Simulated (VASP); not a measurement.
Write the native input for VASP 6.6.1 that does the following.

| Quantity | Value |
| --- | --- |
| Task | single point |
| Functional | PBE |
| Potentials or basis | VASP PAW PBE potentials, release 64 (Sr_sv) |
| Cutoff | 520 eV |
| k mesh | 6 × 6 × 2 |
| Occupations | gaussian, width 0.1 eV |
| Spin | no spin polarisation |
| Dipole correction | no |
| Further INCAR settings | ALGO = Fast; EDIFF = 1e-06; NBANDS = 17 |

The structure of Sr lies in POSCAR:

```
Sr
1.0
    4.3100002207      0.0000000000      0.0000000000
   -2.1550001104      3.7325696814      0.0000000000
    0.0000000000      0.0000000000      7.0500000000
Sr
2
Direct
    0.3797370433      0.6666666667      0.2500000000
    0.6666666667      0.3333333333      0.7500000000
```

One way to write it, as run:

INCAR

```
SYSTEM = Sr
PREC     = Accurate       ! precision mode
ENCUT    = 520            ! plane-wave cutoff, eV
EDIFF    = 1E-6           ! SCF threshold, eV
ISMEAR   = 0              ! smearing method
SIGMA    = 0.1            ! smearing width, eV
LREAL    = .False.        ! projectors in reciprocal space
LASPH    = .True.         ! aspherical terms in the spheres
NELM     = 60             ! most SCF steps
ALGO     = Fast           ! electronic algorithm
ISIF     = 2              ! what is computed and relaxed
LWAVE    = .False.        ! write WAVECAR
LCHARG   = .False.        ! write CHGCAR
GGA      = PE             ! functional
NBANDS   = 17             ! bands
```

KPOINTS

```
regular mesh
0
Gamma
  6 6 2
  0 0 0
```

Potentials or basis: VASP PAW PBE potentials, release 64 (Sr_sv).

Launch:

```sh
$ cat potpaw_PBE.64/Sr_sv/POTCAR > POTCAR
$ mpirun -np 1 vasp_std > vasp.out
```

Results of the run:

| Item | Value |
| --- | --- |
| Pressure | -0.2 GPa |
| Largest force | 0.063 eV/Å |
| Band gap on the k mesh | zero (bands 10 and 11 overlap by 0.24 eV) |

Caveat: the k points lie up to 0.45 Å⁻¹ apart.

Wall time 86 s on 1 thread of Intel Xeon 8259CL, on a shared host, peak memory 0.26 GiB.
